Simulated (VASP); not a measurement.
CdS: single point with HF

The system is CdS.

```xyz
2
Lattice="0.0000 2.9123 2.9123 2.9123 0.0000 2.9123 2.9123 2.9123 0.0000" Properties=species:S:1:pos:R:3 pbc="T T T"
Cd    0.0000    0.0000    0.0000
S     1.4561    1.4561    1.4561
```

```
Program             : VASP 6.6.1
Task                : single point
Functional          : HF
Potentials or basis : VASP PAW PBE potentials, release 64 (Cd, S)
Cutoff              : 520 eV
k mesh              : 6 × 6 × 6
Occupations         : gaussian, width 0.01 eV
Spin                : no spin polarisation
```

* Pressure: 7.5 GPa
* Band gap on the k mesh: 8.52 eV

Levels at points of the mesh, in eV from the valence-band top:
```csv
k point,band 6,band 7,band 8,band 9,band 10,band 11,band 12,band 13
"(0.00, 0.00, 0.00)",-11.64,0.00,0.00,0.00,8.52,14.47,14.47,14.47
"(0.50, 0.00, 0.00)",-11.13,-5.56,-0.96,-0.96,10.68,14.80,14.80,15.37
"(0.50, 0.50, 0.00)",-10.98,-4.98,-2.41,-2.41,10.34,12.04,17.85,19.95
```

Run time: 2 h on 1 thread of Oxide Virtual Turin-like Processor (shared host), peak memory 0.17 GiB.

Caveat: the cell stands under pressure; the PAW data sets were made with another functional, which shifts forces and pressure a little.
